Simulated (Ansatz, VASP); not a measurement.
Mg in VASP and in Ansatz

```
CELL_PARAMETERS angstrom
4.82795 0.00000 0.00000
-2.41397 4.18113 0.00000
0.00000 0.00000 2.90751
ATOMIC_POSITIONS crystal
Mg 0.00000 0.00000 0.00000
Mg 0.33333 0.66667 0.50000
Mg 0.66667 0.33333 0.50000
```

Change from the starting cell: volume scaled by 0.84, PAW files.

Alike in both runs: task single point; functional PBE; k mesh 7 × 7 × 10; occupations fermi-dirac, width 0.08 eV; no spin polarisation.

|  | VASP | Ansatz |
| --- | --- | --- |
| version | VASP 6.6.1 | Ansatz 0.2.0 |
| potentials or method | VASP PAW PBE potentials, release 64 (Mg) | PAW with Ansatz's default frozen-core files, scalar-relativistic |
| plane-wave cutoff (eV) | 520 | 420 |
| valence electrons in the cell | 6 | 30 |

Ansatz gave:

| Quantity | Value |
| --- | --- |
| pressure (GPa) | 8.3 |

Problem. Which values does VASP return?

Solution. Pressure (GPa): 8.2.

With one functional, cell and mesh, what is left measures potentials, basis and numerics. VASP's potentials hold 6 valence electrons a cell and Ansatz's 30, so a difference there can come from the potentials and not from the codes.
